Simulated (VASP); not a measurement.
# Mg (P6_3/mmc) in VASP: further runs

Mg is run at these levels: PBE, LDA; tasks: single point.

Program: VASP 6.6.1. These are calculated values, not measurements. Logs are shortened: lines on timing, memory, paths and dates and some standing lists are left out, and cuts for length are marked.

## 1. The cell of the first run

It takes space group P6_3/mmc (No. 194, hexagonal). The conventional cell has a = 3.144 Å, b = 3.144 Å, c = 5.104 Å, α = 90.00°, β = 90.00°, γ = 120.00°. Mg (site symmetry -6m2) has 12 Mg at 3.13 to 3.14 Å within 4.1 Å.

## 2. Single point, PBE

INCAR reads:

```
ALGO     = Normal         # electronic algorithm
EDIFF    = 1E-7           # SCF threshold, eV
ENCUT    = 520            # plane-wave cutoff, eV
GGA      = PE             # functional
ISIF     = 2              # what is computed and relaxed
ISMEAR   = -1             # smearing method
LASPH    = True           # aspherical terms in the spheres
LCHARG   = False          # write CHGCAR
LREAL    = False          # projectors in reciprocal space
LWAVE    = False          # write WAVECAR
NBANDS   = 9              # bands
NELM     = 80             # most SCF steps
PREC     = Accurate       # precision mode
SIGMA    = 0.05           # smearing width, eV
```

KPOINTS reads:

```
k-points
0
Gamma
  10 10 5
```

POSCAR reads:

```
Mg
1.0
    3.1437856987      0.0000000000      0.0000000000
   -1.5718928494      2.7225982792      0.0000000000
    0.0000000000      0.0000000000      5.1039375022
Mg
2
Direct
    0.6666666667      0.3333333333      0.7500000000
    0.3333333333      0.6666666667      0.2500000000
```

Potentials or basis: VASP PAW PBE potentials, release 64 (Mg).

Started as:

```console
$ cat potpaw_PBE.64/Mg/POTCAR > POTCAR
$ mpirun -np 1 vasp_std > vasp.out
```

OUTCAR:

```text
EDIFF = 1E-7
   ENCUT = 520
   GGA = PE
   ISIF = 2
   ISMEAR = -1
   LASPH = True
   LREAL = False
   NELM = 80
   PREC = Accurate

 ion  position               nearest neighbor table
   1  0.667  0.333  0.750-   2 3.13   2 3.13   2 3.13   2 3.13   2 3.13   2 3.13
   2  0.333  0.667  0.250-   1 3.13   1 3.13   1 3.13   1 3.13   1 3.13   1 3.13

  LATTYP: Found a hexagonal cell.
 ALAT       =     3.1437856987
 C/A-ratio  =     1.6235004518

  Lattice vectors:

 A1 = (   3.1437856987,   0.0000000000,   0.0000000000)
 A2 = (  -1.5718928494,   2.7225982792,   0.0000000000)
 A3 = (   0.0000000000,   0.0000000000,   5.1039375022)

Analysis of symmetry for initial positions (statically):
=====================================================================
 Subroutine PRICEL returns:
 Original cell was already a primitive cell.

 Routine SETGRP: Setting up the symmetry group for a
 hexagonal supercell.

 Subroutine GETGRP returns: Found 24 space group operations
 (whereof 12 operations were pure point group operations)
 out of a pool of 24 trial point group operations.

The static configuration has the point symmetry D_3d.
 The point group associated with its full space group is D_6h.

Analysis of symmetry for dynamics (positions and initial velocities):
=====================================================================
 Subroutine PRICEL returns:
 Original cell was already a primitive cell.

 Routine SETGRP: Setting up the symmetry group for a
 hexagonal supercell.

 Subroutine GETGRP returns: Found 24 space group operations
 (whereof 12 operations were pure point group operations)
 out of a pool of 24 trial point group operations.

The dynamic configuration has the point symmetry D_3d.
 The point group associated with its full space group is D_6h.

 Subroutine INISYM returns: Found 24 space group operations
 (whereof 12 operations are pure point group operations),
 and found     1 'primitive' translations

----------------------------------------------------------------------------------------

                                     Primitive cell

  volume of cell :      43.6860

  direct lattice vectors                    reciprocal lattice vectors
     3.143785699  0.000000000  0.000000000     0.318087839  0.183648100  0.000000000
    -1.571892849  2.722598279  0.000000000     0.000000000  0.367296199  0.000000000
     0.000000000  0.000000000  5.103937502     0.000000000  0.000000000  0.195927164

  length of vectors
     3.143785699  3.143785699  5.103937502     0.367296199  0.367296199  0.195927164

  position of ions in fractional coordinates (direct lattice)
     0.666666667  0.333333333  0.750000000
     0.333333333  0.666666667  0.250000000

  ion indices of the primitive-cell ions
   primitive index   ion index
                 1           1
                 2           2

----------------------------------------------------------------------------------------

 KPOINTS: k-points

Automatic generation of k-mesh.
 Grid dimensions read from file:
 generate k-points for:   10   10    5

 Generating k-lattice:

  Cartesian coordinates                     Fractional coordinates (reciprocal lattice)
     0.031808784  0.018364810  0.000000000     0.100000000  0.000000000  0.000000000
     0.000000000  0.036729620  0.000000000     0.000000000  0.100000000  0.000000000
     0.000000000  0.000000000  0.039185433     0.000000000  0.000000000  0.200000000

  Length of vectors
     0.036729620  0.036729620  0.039185433

  Shift w.r.t. Gamma in fractional coordinates (k-lattice)
     0.000000000  0.000000000  0.000000000

 Subroutine IBZKPT returns following result:
 ===========================================

 Found     42 irreducible k-points:

 Following reciprocal coordinates:
            Coordinates               Weight
  0.000000  0.000000  0.000000      1.000000
  0.100000 -0.000000  0.000000      6.000000
  0.200000 -0.000000  0.000000      6.000000
  0.300000  0.000000  0.000000      6.000000
  0.400000  0.000000  0.000000      6.000000
  0.500000  0.000000  0.000000      3.000000
[... 16 lines left out ...]
  0.300000  0.100000  0.200000     24.000000
  0.400000  0.100000  0.200000     24.000000
 [... further k-points ...]
   k-points           NKPTS =     42   k-points in BZ     NKDIM =     42   number of bands    NBANDS=      9
   number of dos      NEDOS =    301   number of ions     NIONS =      2
   total plane-waves  NPLWV =  23040
   dimension x,y,z NGX =    24 NGY =   24 NGZ =   40
   dimension x,y,z NGXF=    48 NGYF=   48 NGZF=   80
   ions per type =               2
   NGX,Y,Z   is equivalent  to a cutoff of  12.69, 12.69, 13.03 a.u.
   NGXF,Y,Z  is equivalent  to a cutoff of  25.38, 25.38, 26.06 a.u.
 SYSTEM =  unknown system
   PREC   = accura    normal or accurate (medium, high low for compatibility)
   ISTART =      0    job   : 0-new  1-cont  2-samecut
   ICHARG =      2    charge: 1-file 2-atom 10-const
   ISPIN  =      1    spin polarized calculation?
   LNONCOLLINEAR =      F non collinear calculations
   LSORBIT =      F    spin-orbit coupling
   LASPH  =      T    aspherical Exc in radial PAW
   ENCUT  =  520.0 eV  38.22 Ry    6.18 a.u.   5.85  5.85  9.49*2*pi/ulx,y,z
   NELM   =     80;   NELMIN=  2; NELMDL= -5     # of ELM steps
   EDIFF  = 0.1E-06   stopping-criterion for ELM
   LREAL  =      F    real-space projection
   EDIFFG = 0.1E-05   stopping-criterion for IOM
   NSW    =      0    number of steps for IOM
   IBRION =     -1    ionic relax: 0-MD 1-quasi-New 2-CG
   NFREE  =      0    steps in history (QN), initial steepest desc. (CG)
   ISIF   =      2    stress and relaxation
   ISYM   =      2    0-nonsym 1-usesym 2-fastsym
   POTIM  = 0.5000    time-step for ionic-motion
   TEBEG  =    0.0;   TEEND  =   0.0 temperature during run
   PSTRESS=    0.0 pullay stress
   NELECT =       4.0000    total number of electrons
   NUPDOWN=      -1.0000    fix difference up-down
   EMIN   =  10.00;   EMAX   =-10.00  energy-range for DOS
   EFERMI =   0.00;   METHOD = LEGACY
   ISMEAR =    -1;   SIGMA  =   0.05  broadening in eV -4-tet -1-fermi 0-gaus
   EFERMI_NEDOS =   21; number of points for ismear=-14 and -15
   IALGO  =     38    algorithm
   IMIX   =      4    mixing-type and parameters
     AMIX     =   0.40;   BMIX     =  1.00
     AMIX_MAG =   1.60;   BMIX_MAG =  1.00
  volume/ion in A,a.u.               =      21.84       147.40
  Fermi-wavevector in a.u.,A,eV,Ry     =   0.737872  1.394375  7.407756  0.544455
  Thomas-Fermi vector in A             =   1.831658
   LORBIT       =      0    0 simple, 1 ext, 2 COOP (PROOUT), +10 PAW based schemes
   GGA     = PE    functional components
   LHFCALC =     F    Hartree Fock is set to
   AEXX    =    0.0000 exact exchange contribution
   IVDW    =     0    specifies the selected vdW correction
   LEPSILON=     F    determine dielectric tensor
   LRPA    =     F    only Hartree local field effects (RPA)
 non-spin polarized calculation
  energy-cutoff  :      520.00
  volume of cell :       43.69
 maximum number of plane-waves:      1189
 NGX is ok and might be reduce to    24
   NGX = 11   NGY = 11   NGZ = 19

 number of electron       4.0000000 magnetization

 Free energy of the ion-electron system (eV)
  ---------------------------------------------------
  ext. energy  EPLUGINS =         0.00000000
  ---------------------------------------------------
  free energy    TOTEN  =        -2.99534875 eV

  energy without entropy =       -2.98435990  energy(sigma->0) =       -2.98985433

 E-fermi :   2.9273     XC(G=0):  -8.6462

 val. band max:        2.8987819408   @ k =   0.4000   0.1000   0.4000
 cond. band min:       2.9387695293   @ k =   0.3000   0.3000   0.0000
 fundamental gap:      0.0399875885
 Fermi energy:         2.9272993741

 k-point     1 :       0.0000    0.0000    0.0000
  band No.  band energies     occupation
      1      -4.2504      2.00000
      2       1.1329      2.00000
      3       1.6589      2.00000
      4      14.1282      0.00000
      5      14.1282      0.00000
      6      14.3453      0.00000
      7      14.3453      0.00000
      8      15.0204      0.00000
      9      16.7879      0.00000

 k-point     2 :       0.1000   -0.0000    0.0000
  band No.  band energies     occupation
      1      -4.0470      2.00000
      2       1.3178      2.00000
      3       1.8554      2.00000
      4      11.2993      0.00000
      5      12.7248      0.00000
      6      13.5036      0.00000
      7      15.9609      0.00000
      8      15.9839      0.00000
      9      16.1043      0.00000

 k-point     3 :       0.2000   -0.0000    0.0000
  band No.  band energies     occupation
      1      -3.4393      2.00000
      2       1.8732      2.00000
      3       2.4315      1.99990
      4       8.2460      0.00000
      5      11.5481      0.00000
      6      11.9291      0.00000
      7      13.0606      0.00000
      8      14.4931      0.00000
      9      16.1285      0.00000

 k-point     4 :       0.3000    0.0000    0.0000
  band No.  band energies     occupation
      1      -2.4356      2.00000
      2       2.8005      1.85323
      3       3.2898      0.00142
      4       5.5673      0.00000
      5      10.2170      0.00000
      6      10.2784      0.00000
      7      10.7084      0.00000
      8      12.8179      0.00000
      9      15.1718      0.00000
[... 205 lines left out ...]
 k-point    22 :       0.2000    0.1000    0.2000
  band No.  band energies     occupation
      1      -2.6077      2.00000
      2       0.7369      2.00000
      3       5.0139      0.00000
      4       7.1879      0.00000
      5       8.8996      0.00000
      6      10.4298      0.00000
      7      12.0806      0.00000
      8      14.0672      0.00000
      9      14.4568      0.00000

 k-point    23 :       0.3000    0.1000    0.2000
  band No.  band energies     occupation
      1      -1.4159      2.00000
      2       1.8591      2.00000
      3       4.3621      0.00000
      4       6.2998      0.00000
      5       7.3766      0.00000
      6       8.7050      0.00000
      7      11.2719      0.00000
      8      12.1701      0.00000
      9      14.1789      0.00000

 k-point    24 :       0.4000    0.1000    0.2000
  band No.  band energies     occupation
      1       0.1450      2.00000
      2       2.0039      2.00000
      3       3.5282      0.00001
      4       5.3112      0.00000
      5       7.2947      0.00000
      6       8.3906      0.00000
      7       9.9900      0.00000
      8      11.2292      0.00000
      9      13.8582      0.00000

 [... further k-points ...]

------------------------ aborting loop because EDIFF is reached ----------------------------------------

  FORCE on cell =-STRESS in cart. coord.  units (eV):
  Direction    XX          YY          ZZ          XY          YZ          ZX
  --------------------------------------------------------------------------------------
  -------------------------------------------------------------------------------------
  Total        0.4199715      0.4199715      0.7092866     -0.0000000      0.0000000      0.0000000
  in kB       15.4024056     15.4024056     26.0130037     -0.0000000      0.0000000      0.0000000
  external PRESSURE =      18.9392716 kB  Pullay stress =       0.0000000 kB

 VOLUME and BASIS-vectors are now :
 -----------------------------------------------------------------------------
  energy-cutoff  :      520.00
  volume of cell :       43.69
      direct lattice vectors                 reciprocal lattice vectors
     3.143785699  0.000000000  0.000000000     0.318087839  0.183648100  0.000000000
    -1.571892849  2.722598279  0.000000000     0.000000000  0.367296199  0.000000000
     0.000000000  0.000000000  5.103937502     0.000000000  0.000000000  0.195927164

 POSITION                                       TOTAL-FORCE (eV/Angst)
 -----------------------------------------------------------------------------------
      1.57189      0.90753      3.82795        -0.000000      0.000000      0.000000
     -0.00000      1.81507      1.27598         0.000000      0.000000      0.000000
 -----------------------------------------------------------------------------------
    total drift:                                0.000000     -0.000000      0.000000

  FREE ENERGIE OF THE ION-ELECTRON SYSTEM (eV)
  ---------------------------------------------------
  free  energy   TOTEN  =        -2.9953487519 eV

  energy  without entropy=       -2.9843599044  energy(sigma->0) =       -2.98985433
```

It took 4.9 s on 1 thread of Intel Xeon 6975P-C (Granite Rapids), shared host; peak memory 0.16 GiB.

Results:

```yaml
Free_energy: -2.9953 eV
Pressure: 1.9 GPa
Band_gap_on_the_k_mesh: zero (band 2 reaches 3.54 eV, above the bottom of band 3 at 1.66 eV)
```

Levels at points of the mesh, in eV from the Fermi level:
```csv
k point,band 1,band 2,band 3,band 4,band 5,band 6,band 7
"(0.00, 0.00, 0.00)",-7.18,-1.79,-1.27,11.20,11.20,11.42,11.42
"(0.50, 0.00, 0.00)",-2.26,-2.20,2.71,3.01,3.40,3.79,7.11
```

## 3. Single point, LDA

This run uses another cell than the first one, of 22.31 Å³/atom, 1.021 times its volume.

INCAR reads:

```
PREC = Accurate
ENCUT = 520
EDIFF = 1E-6
ISMEAR = -1
SIGMA = 0.05
LREAL = False
LASPH = True
NELM = 80
ALGO = Normal
ISIF = 2
LWAVE = False
LCHARG = True
LELF = True
LVHAR = True
NBANDS = 9
```

KPOINTS reads:

```
regular mesh
0
Gamma
  10 10 5
```

POSCAR reads:

```
Mg
1.0
    3.1659257641      0.0000000000      0.0000000000
   -1.5829628820      2.7417721382      0.0000000000
    0.0000000000      0.0000000000      5.1398819084
Mg
2
Direct
    0.6666666667      0.3333333333      0.7500000000
    0.3333333333      0.6666666667      0.2500000000
```

Potentials or basis: VASP PAW LDA potentials, release 64 (Mg).

Started as:

```console
$ cat potpaw_LDA.64/Mg/POTCAR > POTCAR
$ mpirun -np 1 vasp_std > vasp.out
```

Run time: 3.9 s. Hardware: 1 thread of Intel Xeon 6975P-C (Granite Rapids), shared host; peak memory 0.14 GiB.

Results (log left out):

```
Free energy            : -3.6072 eV
Pressure               : -1.4 GPa
Band gap on the k mesh : zero (band 2 reaches 3.30 eV, above the bottom of band 3 at 1.34 eV)
```

Stress tensor (GPa, compression positive):
```
-1.84  0.00  0.00
 0.00 -1.84  0.00
 0.00  0.00 -0.60
```

Levels at points of the mesh, in eV from the Fermi level:
```csv
k point,band 1,band 2,band 3,band 4,band 5
"(0.00, 0.00, 0.00)",-7.07,-1.72,-1.30,11.04,11.04
"(0.50, 0.00, 0.00)",-2.20,-2.19,2.67,3.05,3.29
```
